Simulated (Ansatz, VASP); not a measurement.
# KTaO3: VASP beside Ansatz

Contents of POSCAR:

```
KTaO3
1.0
    3.7888850000      0.0000000000      0.0000000000
    0.0000000000      3.7888850000      0.0000000000
    0.0000000000      0.0000000000      4.0880075000
K Ta O
1 1 3
Direct
    0.5000000000      0.5000000000      0.5000000000
    0.0000000000      0.0000000000      0.0000000000
    0.5000000000      0.0000000000      0.0000000000
    0.0000000000      0.5000000000      0.0000000000
    0.0000000000      0.0000000000      0.5000000000
```

INCAR.step1

```
SYSTEM = KTaO3
ALGO = Normal
EDIFF = 1E-4
ENCUT = 520
GGA = PE
ISMEAR = 0
LASPH = .TRUE.
LCHARG = .FALSE.
LREAL = .FALSE.
LWAVE = .TRUE.
NBANDS = 27
NELM = 80
PREC = Accurate
SIGMA = 0.05
```

Contents of INCAR.step2:

```
SYSTEM = KTaO3
ALGO = Normal
EDIFF = 1E-6
ENCUT = 520
ISIF = 2
ISMEAR = 0
ISTART = 1
LASPH = .TRUE.
LCHARG = .FALSE.
LMIXTAU = .TRUE.
LREAL = .FALSE.
LWAVE = .FALSE.
METAGGA = R2SCAN
NBANDS = 27
NELM = 80
PREC = Accurate
SIGMA = 0.05
```

The input KPOINTS:

```
k-points
0
G
  6 6 6
  0 0 0
```

Input for Ansatz:

```yaml
crystal:
  lattice:
    - [3.788885, 0.0, 0.0]
    - [0.0, 3.788885, 0.0]
    - [0.0, 0.0, 4.0880075]
  atoms:
    - { symbol: K, position: [0.5, 0.5, 0.5] }
    - { symbol: Ta, position: [0.0, 0.0, 0.0] }
    - { symbol: O, position: [0.5, 0.0, 0.0] }
    - { symbol: O, position: [0.0, 0.5, 0.0] }
    - { symbol: O, position: [0.0, 0.0, 0.5] }
basis:
  ecutwfc: 500
kpoints:
  mp_grid: { grid: [6, 6, 6] }
hamiltonian:
  xc: r2scan
scf:
  occupations: { method: gaussian, width: 0.05 }
output:
  forces: true
  stress: true
  eigenvalues: true
```

Change from the starting cell: strain -0.050 along x and y, +0.025 along z, atoms carried along.

Alike in both runs: task single point; functional r2SCAN; k mesh 6 × 6 × 6; occupations gaussian, width 0.05 eV; no spin polarisation.

|  | VASP | Ansatz |
| --- | --- | --- |
| version | VASP 6.6.1 | Ansatz 0.2.0 |
| potentials or method | VASP PAW PBE potentials, release 64 (K_sv, Ta_pv, O), cutoff 520 eV | scalar-relativistic, plane waves, PAW |
| valence electrons in the cell | 38 | 40 |

```tsv
	VASP	Ansatz	Ansatz less VASP
gap on the k mesh at the Fermi level (eV)	2.68	2.71	+0.033
least direct gap on the mesh (eV)	3.21	3.22	+0.019
pressure (GPa)	23.9	22.4	-1.49
traceless stress, the component that is largest in VASP (GPa)	-24.67	-24.20	+0.473
```

VASP's potentials were made for PBE, not for r2SCAN. The functional is the same, so the differences come from potentials, cutoffs and numerics. VASP's potentials hold 38 valence electrons a cell and Ansatz's 40, so a difference there can come from the potentials and not from the codes.

Spin-orbit coupling is off throughout.
